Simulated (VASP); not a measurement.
# MgS (P6_3mc) in VASP: density of states with PBE

Aim: the density of states of MgS with PBE.

All numbers are computed with VASP 6.6.1; they aren't measurements. Logs are shortened: lines on timing, memory, paths and dates and some standing lists are left out, and cuts for length are marked.

## 1. The cell of the first run

The structure is hexagonal, space group P6_3mc (No. 186). Conventional cell: a = 4.035 Å, b = 4.035 Å, c = 6.432 Å, α = 90.00°, β = 90.00°, γ = 120.00°. Within 3.2 Å of Mg (site symmetry 3m) lie 4 S at 2.45 to 2.47 Å. S (site symmetry 3m) has 4 Mg at 2.45 to 2.47 Å within 3.2 Å.

## 2. Density of states, PBE

POSCAR

```
MgS
1.0
    4.0346224068      0.0000000000      0.0000000000
   -2.0173112034      3.4940854990      0.0000000000
    0.0000000000      0.0000000000      6.4322941800
Mg S
2 2
Direct
    0.6666666700      0.3333333300      0.4957548500
    0.3333333300      0.6666666700      0.9957548500
    0.3333333300      0.6666666700      0.3792441500
    0.6666666700      0.3333333300      0.8792441500
```

INCAR.step1

```
SYSTEM = MgS
  ALGO = Normal
  EDIFF = 1E-6
  ENCUT = 520
  GGA = PE
  ISIF = 2
  ISMEAR = 0
  LASPH = .TRUE.
  LCHARG = .TRUE.
  LREAL = .FALSE.
  LWAVE = .FALSE.
  NBANDS = 16
  NELM = 60
  PREC = Accurate
  SIGMA = 0.05
```

KPOINTS.step1

```
k-points
0
G
  9 9 6
  0 0 0
```

INCAR.step2

```
SYSTEM = MgS
  ALGO = Normal
  EDIFF = 1E-6
  ENCUT = 520
  GGA = PE
  ICHARG = 11
  ISIF = 2
  ISMEAR = -5
  LASPH = .TRUE.
  LCHARG = .FALSE.
  LORBIT = 11
  LREAL = .FALSE.
  LWAVE = .FALSE.
  NEDOS = 1001
  NELM = 60
  PREC = Accurate
  SIGMA = 0.05
```

KPOINTS.step2

```
k-points
0
G
  14 14 9
  0 0 0
```

Potentials or basis: VASP PAW PBE potentials, release 64 (Mg, S).

On the command line:

```console
> cat potpaw_PBE.64/Mg/POTCAR potpaw_PBE.64/S/POTCAR > POTCAR
> cp INCAR.step1 INCAR
> cp KPOINTS.step1 KPOINTS
> mpirun -np 1 vasp_std > vasp.out
> cp INCAR.step2 INCAR
> cp KPOINTS.step2 KPOINTS
> mpirun -np 1 vasp_std > vasp.out
```

OUTCAR:

```text
SYSTEM = MgS
   EDIFF = 1E-6
   ENCUT = 520
   GGA = PE
   ICHARG = 11
   ISIF = 2
   ISMEAR = -5
   LASPH = .TRUE.
   LORBIT = 11
   LREAL = .FALSE.
   NELM = 60
   PREC = Accurate

 ion  position               nearest neighbor table
   1  0.667  0.333  0.496-   3 2.45   3 2.45   3 2.45   4 2.47
   2  0.333  0.667  0.996-   4 2.45   4 2.45   4 2.45   3 2.47
   3  0.333  0.667  0.379-   1 2.45   1 2.45   1 2.45   2 2.47
   4  0.667  0.333  0.879-   2 2.45   2 2.45   2 2.45   1 2.47

  LATTYP: Found a hexagonal cell.
 ALAT       =     4.0346224068
 C/A-ratio  =     1.5942741430

  Lattice vectors:

 A1 = (   4.0346224068,   0.0000000000,   0.0000000000)
 A2 = (  -2.0173112034,   3.4940854990,   0.0000000000)
 A3 = (   0.0000000000,   0.0000000000,   6.4322941800)

Analysis of symmetry for initial positions (statically):
=====================================================================
 Subroutine PRICEL returns:
 Original cell was already a primitive cell.

 Routine SETGRP: Setting up the symmetry group for a
 hexagonal supercell.

 Subroutine GETGRP returns: Found 12 space group operations
 (whereof  6 operations were pure point group operations)
 out of a pool of 24 trial point group operations.

The static configuration has the point symmetry C_3v.
 The point group associated with its full space group is C_6v.

Analysis of symmetry for dynamics (positions and initial velocities):
=====================================================================
 Subroutine PRICEL returns:
 Original cell was already a primitive cell.

 Routine SETGRP: Setting up the symmetry group for a
 hexagonal supercell.

 Subroutine GETGRP returns: Found 12 space group operations
 (whereof  6 operations were pure point group operations)
 out of a pool of 24 trial point group operations.

The dynamic configuration has the point symmetry C_3v.
 The point group associated with its full space group is C_6v.

 Subroutine INISYM returns: Found 12 space group operations
 (whereof  6 operations are pure point group operations),
 and found     1 'primitive' translations

----------------------------------------------------------------------------------------

                                     Primitive cell

  volume of cell :      90.6781

  direct lattice vectors                    reciprocal lattice vectors
     4.034622407  0.000000000  0.000000000     0.247854669  0.143098960  0.000000000
    -2.017311203  3.494085499  0.000000000     0.000000000  0.286197919  0.000000000
     0.000000000  0.000000000  6.432294180     0.000000000  0.000000000  0.155465526

  length of vectors
     4.034622407  4.034622407  6.432294180     0.286197919  0.286197919  0.155465526

  position of ions in fractional coordinates (direct lattice)
     0.666666670  0.333333330  0.495754850
     0.333333330  0.666666670  0.995754850
     0.333333330  0.666666670  0.379244150
     0.666666670  0.333333330  0.879244150

  ion indices of the primitive-cell ions
   primitive index   ion index
                 1           1
                 2           2
                 3           3
                 4           4

----------------------------------------------------------------------------------------

 KPOINTS: k-points

Automatic generation of k-mesh.
 Grid dimensions read from file:
 generate k-points for:   14   14    9

 Generating k-lattice:

  Cartesian coordinates                     Fractional coordinates (reciprocal lattice)
     0.017703905  0.010221354  0.000000000     0.071428571  0.000000000  0.000000000
     0.000000000  0.020442709  0.000000000     0.000000000  0.071428571  0.000000000
     0.000000000  0.000000000  0.017273947     0.000000000  0.000000000  0.111111111

  Length of vectors
     0.020442709  0.020442709  0.017273947

  Shift w.r.t. Gamma in fractional coordinates (k-lattice)
     0.000000000  0.000000000  0.000000000

 TETIRR: Found   1729 inequivalent tetrahedra from    10584

 Subroutine IBZKPT returns following result:
 ===========================================

 Found    120 irreducible k-points:

 Following reciprocal coordinates:
            Coordinates               Weight
  0.000000  0.000000  0.000000      1.000000
  0.071429  0.000000  0.000000      6.000000
  0.142857  0.000000  0.000000      6.000000
  0.214286  0.000000  0.000000      6.000000
  0.285714  0.000000  0.000000      6.000000
  0.357143  0.000000  0.000000      6.000000
[... 16 lines left out ...]
  0.285714  0.285714  0.000000      6.000000
  0.357143  0.285714  0.000000      6.000000
 [... further k-points ...]
   k-points           NKPTS =    120   k-points in BZ     NKDIM =    120   number of bands    NBANDS=     12
   number of dos      NEDOS =   1001   number of ions     NIONS =      4
   total plane-waves  NPLWV =  43200
   dimension x,y,z NGX =    30 NGY =   30 NGZ =   48
   dimension x,y,z NGXF=    60 NGYF=   60 NGZF=   96
   ions per type =               2   2
   NGX,Y,Z   is equivalent  to a cutoff of  12.36, 12.36, 12.41 a.u.
   NGXF,Y,Z  is equivalent  to a cutoff of  24.72, 24.72, 24.81 a.u.
 SYSTEM =  MgS
   PREC   = accura    normal or accurate (medium, high low for compatibility)
   ISTART =      0    job   : 0-new  1-cont  2-samecut
   ICHARG =     11    charge: 1-file 2-atom 10-const
   ISPIN  =      1    spin polarized calculation?
   LNONCOLLINEAR =      F non collinear calculations
   LSORBIT =      F    spin-orbit coupling
   LASPH  =      T    aspherical Exc in radial PAW
   ENCUT  =  520.0 eV  38.22 Ry    6.18 a.u.   7.50  7.50 11.96*2*pi/ulx,y,z
   NELM   =     60;   NELMIN=  2; NELMDL=  0     # of ELM steps
   EDIFF  = 0.1E-05   stopping-criterion for ELM
   LREAL  =      F    real-space projection
   EDIFFG = 0.1E-04   stopping-criterion for IOM
   NSW    =      0    number of steps for IOM
   IBRION =     -1    ionic relax: 0-MD 1-quasi-New 2-CG
   NFREE  =      0    steps in history (QN), initial steepest desc. (CG)
   ISIF   =      2    stress and relaxation
   ISYM   =      2    0-nonsym 1-usesym 2-fastsym
   POTIM  = 0.5000    time-step for ionic-motion
   TEBEG  =    0.0;   TEEND  =   0.0 temperature during run
   PSTRESS=    0.0 pullay stress
   NELECT =      16.0000    total number of electrons
   NUPDOWN=      -1.0000    fix difference up-down
   EMIN   =  10.00;   EMAX   =-10.00  energy-range for DOS
   EFERMI =   0.00;   METHOD = LEGACY
   ISMEAR =    -5;   SIGMA  =   0.05  broadening in eV -4-tet -1-fermi 0-gaus
   EFERMI_NEDOS =   21; number of points for ismear=-14 and -15
   IALGO  =     38    algorithm
   IMIX   =      4    mixing-type and parameters
     AMIX     =   0.40;   BMIX     =  1.00
     AMIX_MAG =   1.60;   BMIX_MAG =  1.00
  volume/ion in A,a.u.               =      22.67       152.98
  Fermi-wavevector in a.u.,A,eV,Ry     =   0.918221  1.735187 11.471486  0.843130
  Thomas-Fermi vector in A             =   2.043279
   LORBIT       =     11    0 simple, 1 ext, 2 COOP (PROOUT), +10 PAW based schemes
   GGA     = PE    functional components
   LHFCALC =     F    Hartree Fock is set to
   AEXX    =    0.0000 exact exchange contribution
   IVDW    =     0    specifies the selected vdW correction
   LEPSILON=     F    determine dielectric tensor
   LRPA    =     F    only Hartree local field effects (RPA)
 non-spin polarized calculation
 Fermi weights with tetrahedron method with Bloechl corrections
  energy-cutoff  :      520.00
  volume of cell :       90.68
 maximum number of plane-waves:      2466
 NGX is ok and might be reduce to    30

 number of electron      16.0000004 magnetization

 Free energy of the ion-electron system (eV)
  ---------------------------------------------------
  ext. energy  EPLUGINS =         0.00000000
  ---------------------------------------------------
  free energy    TOTEN  =       -16.97556413 eV

  energy without entropy =      -16.97556413  energy(sigma->0) =      -16.97556413

 E-fermi :   1.2029     XC(G=0):  -8.3830

 val. band max:        1.1980343313   @ k =   0.0000   0.0000   0.0000
 cond. band min:       4.6321352477   @ k =   0.0000   0.0000   0.0000
 fundamental gap:      3.4341009164
 Fermi energy:         1.2029141808

 k-point     1 :       0.0000    0.0000    0.0000
  band No.  band energies     occupation
      1     -10.2129      2.00000
      2      -9.4839      2.00000
      3      -2.0198      2.00000
      4       0.6173      2.00000
      5       0.6173      2.00000
      6       1.0359      2.00000
      7       1.0359      2.00000
      8       1.1980      2.00000
      9       4.6321      0.00000
     10       5.8697      0.00000
     11       8.6726      0.00000
     12       8.6726      0.00000

 k-point     2 :       0.0714    0.0000    0.0000
  band No.  band energies     occupation
      1     -10.1876      2.00000
      2      -9.4712      2.00000
      3      -1.9800      2.00000
      4       0.4526      2.00000
      5       0.5730      2.00000
      6       0.8500      2.00000
      7       1.0253      2.00000
      8       1.1783      2.00000
      9       4.8531      0.00000
     10       6.0592      0.00000
     11       8.4881      0.00000
     12       8.7882      0.00000
[... 301 lines left out ...]
 k-point    23 :       0.2857    0.2857    0.0000
  band No.  band energies     occupation
      1      -9.4616      2.00000
      2      -9.3145      2.00000
      3      -1.3646      2.00000
      4      -1.1967      2.00000
      5      -0.7979      2.00000
      6      -0.4506      2.00000
      7      -0.0326      2.00000
      8       0.1399      2.00000
      9       6.1751      0.00000
     10       7.9056      0.00000
     11       8.3272      0.00000
     12       8.4155      0.00000

 k-point    24 :       0.3571    0.2857    0.0000
  band No.  band energies     occupation
      1      -9.4053      2.00000
      2      -9.3419      2.00000
      3      -1.3600      2.00000
      4      -1.0755      2.00000
      5      -1.0231      2.00000
      6      -0.2730      2.00000
      7      -0.1201      2.00000
      8      -0.0235      2.00000
      9       6.0813      0.00000
     10       8.0226      0.00000
     11       8.3891      0.00000
     12       8.6590      0.00000

 [... further k-points ...]

------------------------ aborting loop because EDIFF is reached ----------------------------------------

  FORCE on cell =-STRESS in cart. coord.  units (eV):
  Direction    XX          YY          ZZ          XY          YZ          ZX
  --------------------------------------------------------------------------------------
  -------------------------------------------------------------------------------------
  Total        0.5665368      0.5665368      0.4255153     -0.0000000      0.0000000      0.0000000
  in kB       10.0100537     10.0100537      7.5183650     -0.0000000      0.0000000      0.0000000
  external PRESSURE =       9.1794908 kB  Pullay stress =       0.0000000 kB

 VOLUME and BASIS-vectors are now :
 -----------------------------------------------------------------------------
  energy-cutoff  :      520.00
  volume of cell :       90.68
      direct lattice vectors                 reciprocal lattice vectors
     4.034622407  0.000000000  0.000000000     0.247854669  0.143098960  0.000000000
    -2.017311203  3.494085499  0.000000000     0.000000000  0.286197919  0.000000000
     0.000000000  0.000000000  6.432294180     0.000000000  0.000000000  0.155465526

 POSITION                                       TOTAL-FORCE (eV/Angst)
 -----------------------------------------------------------------------------------
      2.01731      1.16470      3.18884         0.000000      0.000000      0.048464
     -0.00000      2.32939      6.40499         0.000000     -0.000000      0.048464
     -0.00000      2.32939      2.43941        -0.000000      0.000000     -0.048464
      2.01731      1.16470      5.65556         0.000000     -0.000000     -0.048464
 -----------------------------------------------------------------------------------
    total drift:                               -0.000010      0.000006      0.000077

  FREE ENERGIE OF THE ION-ELECTRON SYSTEM (eV)
  ---------------------------------------------------
  free  energy   TOTEN  =       -16.9755641258 eV

  energy  without entropy=      -16.9755641258  energy(sigma->0) =      -16.97556413

 total charge

# of ion       s       p       d       tot
------------------------------------------
    1        0.163   0.144   0.038   0.346
    2        0.163   0.144   0.038   0.346
    3        1.309   2.508   0.000   3.817
    4        1.309   2.508   0.000   3.817
--------------------------------------------------
tot          2.945   5.305   0.077   8.326
```

Wall time 68 s (1 thread of AMD EPYC 9R45 (Zen 5), shared host); peak memory 0.25 GiB.

Results:

- Valence electrons inside the program's atomic spheres: Mg 0.35; S 3.82
